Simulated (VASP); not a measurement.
Wanted: the native input for a VASP 6.6.1 run.

```yaml
Task: single point
Functional: r2SCAN
Potentials_or_basis: VASP PAW PBE potentials, release 64 (C)
Cutoff: 520 eV
k_mesh: 8 × 8 × 8
Occupations: gaussian, width 0.05 eV
Spin: no spin polarisation
Dipole_correction: no
Further_INCAR_settings: ALGO = Normal; EDIFF = 1e-07; NBANDS = 26
```

C:

```
C
1.0
    -2.35624    2.35624    2.39267
     2.35624   -2.35624    2.39267
     2.35624    2.35624   -2.39267
C
8
Direct
  0.32546 0.00000 0.00000
  0.67454 0.67454 0.67454
  0.00000 0.32546 0.00000
  0.00000 0.00000 0.32546
  0.00000 0.67454 0.00000
  0.32546 0.32546 0.32546
  0.67454 0.00000 0.00000
  0.00000 0.00000 0.67454
```

This cell differs from its parent crystal: strain -0.030 along x and y, -0.015 along z.

One way to write it, as run:

POSCAR

```
C
1.0
   -2.3562356169      2.3562356169      2.3926722501
    2.3562356169     -2.3562356169      2.3926722501
    2.3562356169      2.3562356169     -2.3926722501
C
8
Direct
    0.3254551632      0.0000000000      0.0000000000
    0.6745448368      0.6745448368      0.6745448368
    0.0000000000      0.3254551632      0.0000000000
    0.0000000000      0.0000000000      0.3254551632
    0.0000000000      0.6745448368      0.0000000000
    0.3254551632      0.3254551632      0.3254551632
    0.6745448368      0.0000000000      0.0000000000
    0.0000000000      0.0000000000      0.6745448368
```

INCAR.step1

```
SYSTEM = C
ALGO     = Normal         ! electronic algorithm
EDIFF    = 1E-4           ! SCF threshold, eV
ENCUT    = 520            ! plane-wave cutoff, eV
GGA      = PE             ! functional
ISMEAR   = 0              ! smearing method
LASPH    = .TRUE.         ! aspherical terms in the spheres
LCHARG   = .FALSE.        ! write CHGCAR
LREAL    = .FALSE.        ! projectors in reciprocal space
LWAVE    = .TRUE.         ! write WAVECAR
NBANDS   = 26             ! bands
NELM     = 80             ! most SCF steps
PREC     = Accurate       ! precision mode
SIGMA    = 0.05           ! smearing width, eV
```

INCAR.step2

```
SYSTEM = C
ALGO     = Normal         ! electronic algorithm
EDIFF    = 1E-7           ! SCF threshold, eV
ENCUT    = 520            ! plane-wave cutoff, eV
ISIF     = 2              ! what is computed and relaxed
ISMEAR   = 0              ! smearing method
ISTART   = 1            
LASPH    = .TRUE.         ! aspherical terms in the spheres
LCHARG   = .FALSE.        ! write CHGCAR
LMIXTAU  = .TRUE.       
LREAL    = .FALSE.        ! projectors in reciprocal space
LWAVE    = .FALSE.        ! write WAVECAR
METAGGA  = R2SCAN         ! meta-GGA
NBANDS   = 26             ! bands
NELM     = 80             ! most SCF steps
PREC     = Accurate       ! precision mode
SIGMA    = 0.05           ! smearing width, eV
```

KPOINTS

```
k-points
0
G
  8 8 8
  0 0 0
```

Potentials or basis: VASP PAW PBE potentials, release 64 (C).

Run with:

```console
$ cat potpaw_PBE.64/C/POTCAR > POTCAR
$ cp INCAR.step1 INCAR
$ mpirun -np 1 vasp_std > vasp.out
$ cp INCAR.step2 INCAR
$ mpirun -np 1 vasp_std > vasp.out
```

Results of the run:

```
Pressure               : 29.9 GPa
Largest force          : 0.629 eV/Å
Band gap on the k mesh : 3.20 eV (least direct gap 4.08 eV)
```

Caveat: the cell differs from its parent crystal (strain -0.030 along x and y, -0.015 along z); the stress differs along the axes, from 23 to 33 GPa; the PAW data sets were made with another functional, which shifts forces and pressure a little.

It took 9.1 min on 1 thread of AMD EPYC 7R43 64-Core Processor (Zen 3), with other jobs on the host, peak memory 0.16 GiB.
